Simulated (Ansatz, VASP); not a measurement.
## Two plane-wave programs on Sn

```
Sn
1.0
     0.00000    3.23808    3.23808
     3.23808    0.00000    3.23808
     3.23808    3.23808    0.00000
Sn
2
Direct
  0.50000 0.50000 0.50000
  0.75000 0.75000 0.75000
```

Alike in both runs: task single point; functional LDA; k mesh 9 × 9 × 9; occupations gaussian, width 1 eV; no spin polarisation.

```csv
,VASP,Ansatz
version,VASP 6.6.1,Ansatz 0.2.0
potentials or method,"VASP PAW LDA potentials, release 64 (Sn_d), cutoff 520 eV","plane waves (420 eV) with PAW, scalar-relativistic"
valence electrons in the cell,28,28
```

```csv
,VASP,Ansatz,Ansatz less VASP
pressure (GPa),0.5,0.5,+0.01
```

Ansatz warns that its potentials were made for another functional, while VASP's fit it. LDA's correlation is that of Perdew and Zunger in VASP and of Perdew and Wang (1992) in Ansatz.
